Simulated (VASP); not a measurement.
**KI: single point with PBEsol**

KI:

```
K I
1.0
     0.00000    3.52455    3.52455
     3.52455    0.00000    3.52455
     3.52455    3.52455    0.00000
K I
1 1
Direct
  0.98495 0.01505 0.00000
  0.50000 0.50000 0.50000
```

This cell differs from its parent crystal: all K atoms moved +0.075 Å, as atom 1 along Cartesian [1 -1 0].

```json
{
 "Program": "VASP 6.6.1",
 "Task": "single point",
 "Functional": "PBEsol",
 "Potentials or basis": "VASP PAW PBE potentials, release 64 (K_sv, I)",
 "Cutoff": "520 eV",
 "k mesh": "6 × 6 × 6",
 "Occupations": "gaussian, width 0.05 eV",
 "Spin": "no spin polarisation",
 "Dipole correction": "no",
 "Further INCAR settings": "ALGO = Normal; EDIFF = 1e-06; NBANDS = 15"
}
```

```json
{
  "Pressure": "-0.1 GPa",
  "Largest force": "0.075 eV/Å",
  "Band gap on the k mesh": "3.83 eV, direct"
}
```

Forces on the atoms (eV/Å):
```
K   -0.053  0.053  0.000
I    0.053 -0.053  0.000
```

Levels at points of the mesh, in eV from the valence-band top:
```
           k point  band 6  band 7  band 8  band 9  band 10  band 11
(0.00, 0.00, 0.00)    0.00    0.00    0.00    3.83     6.42     6.43
(0.50, 0.00, 0.00)   -1.36   -0.35   -0.35    5.39     7.62     8.07
(0.00, 0.00, 0.50)   -1.36   -0.35   -0.35    5.39     7.61     8.07
(0.50, 0.50, 0.00)   -1.03   -0.38   -0.38    4.82     5.69     8.08
(0.00, 0.50, 0.50)   -1.03   -0.38   -0.38    4.82     5.69     8.08
```

It took 35 s on 1 thread of Intel(R) Xeon(R) 6975P-C (Granite Rapids), on a shared host, peak memory 0.26 GiB.

Caveat: the cell differs from its parent crystal (all K atoms moved +0.075 Å, as atom 1 along Cartesian [1 -1 0]); the PAW data sets were made with another functional, which shifts forces and pressure a little; spin-orbit coupling is left out, which moves the levels of the heavy elements.
